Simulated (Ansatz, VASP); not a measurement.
## VH2 in VASP and in Ansatz

```
V H
1.0
     0.00000    2.19099    2.19099
     2.19099    0.00000    2.19099
     2.19099    2.19099    0.00000
V H
1 2
Direct
  0.00000 0.00000 0.00000
  0.25000 0.25000 0.25000
  0.75000 0.75000 0.75000
```

Alike in both runs: task relaxation of cell and atoms; functional PBEsol; k mesh 13 × 13 × 13; occupations fermi-dirac, width 0.05 eV; collinear spin.

|  | VASP | Ansatz |
| --- | --- | --- |
| version | VASP 6.6.1 | Ansatz 0.2.0 |
| potentials or method | VASP PAW PBE potentials, release 64 (V_sv, H) | PAW with Ansatz's default frozen-core files, scalar-relativistic |
| plane-wave cutoff (eV) | 600 | 420 |
| valence electrons in the cell | 15 | 15 |

```csv
,VASP,Ansatz,Ansatz less VASP
net moment per atom (μB),0.00,0.00,0.000
relaxed volume (Å³/atom),6.03,6.02,-0.009
relaxed length of the cell vector where the two differ most in proportion (Å),2.946,2.945,-0.0015
```

VASP's potentials were made for PBE, not for PBEsol. Ansatz's warnings: seeded moment not kept.
